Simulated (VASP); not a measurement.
# B4Pd (Im-3m) in VASP: further runs, part 2 of 2

VASP 6.6.1. The steps go on from the part before.

## 3. Relaxation of cell and atoms, PBE

This run uses another cell than the first one, of 8.94 Å³/atom, 0.844 times its volume.

Contents of INCAR:

```
ALGO = Normal
EDIFF = 1E-6
EDIFFG = -0.04
ENCUT = 600
GGA = PE
IBRION = 2
ISIF = 3
ISMEAR = 0
LASPH = T
LCHARG = F
LREAL = F
LWAVE = F
NELM = 80
NSW = 90
PREC = Accurate
SIGMA = 0.1
```

Contents of KPOINTS:

```
k-points
0
Gamma
  6 6 6
```

Contents of POSCAR:

```
B4Pd
1.0
   -2.2358711800      2.2358711800      2.2358711800
    2.2358711800     -2.2358711800      2.2358711800
    2.2358711800      2.2358711800     -2.2358711800
B Pd
4 1
Direct
    0.0000000000      0.0000000000      0.5000000000
    0.0000000000      0.5000000000      0.0000000000
    0.5000000000      0.0000000000      0.0000000000
    0.5000000000      0.5000000000      0.5000000000
    0.0000000000      0.0000000000      0.0000000000
```

Potentials or basis: VASP PAW PBE potentials, release 64 (B, Pd).

Launch:

```console
$ cat potpaw_PBE.64/B/POTCAR potpaw_PBE.64/Pd/POTCAR > POTCAR
$ mpirun -np 1 vasp_std > vasp.out
```

OUTCAR:

```text
EDIFF = 1E-6
   EDIFFG = -0.04
   ENCUT = 600
   GGA = PE
   IBRION = 2
   ISIF = 3
   ISMEAR = 0
   LASPH = T
   LREAL = F
   NELM = 80
   NSW = 90
   PREC = Accurate

 ion  position               nearest neighbor table
   1  0.000  0.000  0.500-   5 1.94   5 1.94
   2  0.000  0.500  0.000-   5 1.94   5 1.94
   3  0.500  0.000  0.000-   5 1.94   5 1.94
   4  0.500  0.500  0.500-   5 1.94   5 1.94
   5  0.000  0.000  0.000-   1 1.94   2 1.94   3 1.94   4 1.94   1 1.94   2 1.94   3 1.94   4 1.94

  LATTYP: Found a body centered cubic cell.
 ALAT       =     4.4717423600

  Lattice vectors:

 A1 = (  -2.2358711800,   2.2358711800,   2.2358711800)
 A2 = (   2.2358711800,  -2.2358711800,   2.2358711800)
 A3 = (   2.2358711800,   2.2358711800,  -2.2358711800)

Analysis of symmetry for initial positions (statically):
=====================================================================
 Subroutine PRICEL returns:
 Original cell was already a primitive cell.

 Routine SETGRP: Setting up the symmetry group for a
 body centered cubic supercell.

 Subroutine GETGRP returns: Found 48 space group operations
 (whereof 48 operations were pure point group operations)
 out of a pool of 48 trial point group operations.

The static configuration has the point symmetry O_h .

[... 154 lines left out ...]
  ext. energy  EPLUGINS =         0.00000000
  ---------------------------------------------------
  free energy    TOTEN  =       -23.16060678 eV

  energy without entropy =      -23.14377177  energy(sigma->0) =      -23.15218928

------------------------ aborting loop because EDIFF is reached ----------------------------------------

  FORCE on cell =-STRESS in cart. coord.  units (eV):
  Direction    XX          YY          ZZ          XY          YZ          ZX
  --------------------------------------------------------------------------------------
  -------------------------------------------------------------------------------------
  Total       12.8736717     12.8736717     12.8736717     -0.0000000     -0.0000000      0.0000000
  in kB      461.3310514    461.3310514    461.3310514     -0.0000000     -0.0000000      0.0000000
  external PRESSURE =     461.3310514 kB  Pullay stress =       0.0000000 kB
[... 104 lines left out ...]
--------------------------------------- Ionic step        4  -------------------------------------------

 number of electron      22.0000004 magnetization

 Free energy of the ion-electron system (eV)
  ---------------------------------------------------
  ext. energy  EPLUGINS =         0.00000000
  ---------------------------------------------------
  free energy    TOTEN  =       -24.20019317 eV

  energy without entropy =      -24.17884321  energy(sigma->0) =      -24.18951819

 E-fermi :   6.5968     XC(G=0): -11.3846

 val. band max:        6.5851621005   @ k =   0.3333   0.1667  -0.0000
 cond. band min:       6.6248444534   @ k =   0.5000   0.0000   0.0000
 fundamental gap:      0.0396823528
 Fermi energy:         6.5967689919

 k-point     1 :       0.0000    0.0000    0.0000
  band No.  band energies     occupation
      1      -6.0378      2.00000
      2      -1.5439      2.00000
      3      -1.5439      2.00000
      4      -1.5439      2.00000
      5       0.8577      2.00000
      6       0.8577      2.00000
      7       3.5818      2.00000
      8       3.5818      2.00000
      9       3.5818      2.00000
     10       4.3832      2.00000
     11       4.3832      2.00000
     12       4.3832      2.00000
     13       8.6405      0.00000
     14       8.6405      0.00000
[... 301 lines left out ...]
  FREE ENERGIE OF THE ION-ELECTRON SYSTEM (eV)
  ---------------------------------------------------
  free  energy   TOTEN  =       -24.2001931721 eV

  energy  without entropy=      -24.1788432072  energy(sigma->0) =      -24.18951819

 reached required accuracy - stopping structural energy minimisation
```

OSZICAR:

```text
N       E                     dE             d eps       ncg     rms          rms(c)
DAV:   1     0.101776488235E+03    0.10178E+03   -0.11694E+04   480   0.152E+03
DAV:   2    -0.224132099134E+02   -0.12419E+03   -0.12098E+03   599   0.277E+02
DAV:   3    -0.260309058743E+02   -0.36177E+01   -0.35396E+01   627   0.494E+01
[... 40 lines left out ...]
DAV:   2    -0.242007252027E+02    0.16916E-02   -0.18760E-02   578   0.169E+00    0.184E-01
DAV:   3    -0.242002196789E+02    0.50552E-03   -0.22051E-03   585   0.587E-01    0.585E-02
DAV:   4    -0.242002008787E+02    0.18800E-04   -0.22872E-04   522   0.111E-01    0.168E-02
DAV:   5    -0.242001924944E+02    0.83843E-05   -0.36849E-05   536   0.733E-02    0.441E-03
DAV:   6    -0.242001931721E+02   -0.67769E-06   -0.21579E-06   284   0.131E-02
   4 F= -.24200193E+02 E0= -.24189518E+02  d E =-.103959E+01
```

CONTCAR:

```text
B4Pd
   1.00000000000000
    -2.3683867409564483    2.3683867409564483    2.3683867409564483
     2.3683867409564483   -2.3683867409564483    2.3683867409564483
     2.3683867409564483    2.3683867409564483   -2.3683867409564483
  B               Pd
     4     1
Direct
     0.0000000000000000    0.0000000000000000    0.5000000000000000
     0.0000000000000000    0.5000000000000000    0.0000000000000000
     0.5000000000000000    0.0000000000000000    0.0000000000000000
     0.5000000000000000    0.5000000000000000    0.5000000000000000
     0.0000000000000000    0.0000000000000000    0.0000000000000000

  0.00000000E+00  0.00000000E+00  0.00000000E+00
  0.00000000E+00  0.00000000E+00  0.00000000E+00
  0.00000000E+00  0.00000000E+00  0.00000000E+00
  0.00000000E+00  0.00000000E+00  0.00000000E+00
  0.00000000E+00  0.00000000E+00  0.00000000E+00
```

Wall time 21 s (1 thread of Intel Xeon 6975P-C (Granite Rapids), shared host); peak memory 0.19 GiB.

What came out:

| Property | Result |
| --- | --- |
| Free energy | -24.2002 eV |
| Relaxed volume | 10.63 Å³/atom |
| Relaxed cell | a = 4.102 Å, b = 4.102 Å, c = 4.102 Å, α = 109.47°, β = 109.47°, γ = 109.47° |
| Space group after relaxing (to 0.05 Å) | Im-3m (No. 229) |
| Energy gained by relaxing | 207.9 meV/atom |
| Ionic steps | 4 |
| Pressure after relaxing | -0.1 GPa |
| Band gap on the k mesh | zero (band 11 reaches 8.12 eV, above the bottom of band 12 at 4.38 eV) |

The path:
| step | energy change (eV) | largest force (eV/Å) | pressure (GPa) | volume (Å³) |
| --- | --- | --- | --- | --- |
| 1 | 0.0000 | 0.0000 | 46.13 | 44.71 |
| 2 | -0.2323 | 0.0000 | -20.25 | 63.53 |
| 3 | -1.0391 | 0.0000 | -0.75 | 53.32 |
| 4 | -1.0396 | 0.0000 | -0.14 | 53.14 |

Final structure:
```yaml
crystal:
  lattice:
    - [-2.36839, 2.36839, 2.36839]
    - [2.36839, -2.36839, 2.36839]
    - [2.36839, 2.36839, -2.36839]
  atoms:
    - { symbol: B, position: [0.00000, 0.00000, 0.50000] }
    - { symbol: B, position: [0.00000, 0.50000, 0.00000] }
    - { symbol: B, position: [0.50000, 0.00000, 0.00000] }
    - { symbol: B, position: [0.50000, 0.50000, 0.50000] }
    - { symbol: Pd, position: [0.00000, 0.00000, 0.00000] }
```

Caveat: the volume moved by over 15 % at a fixed basis, so the end points are rough.
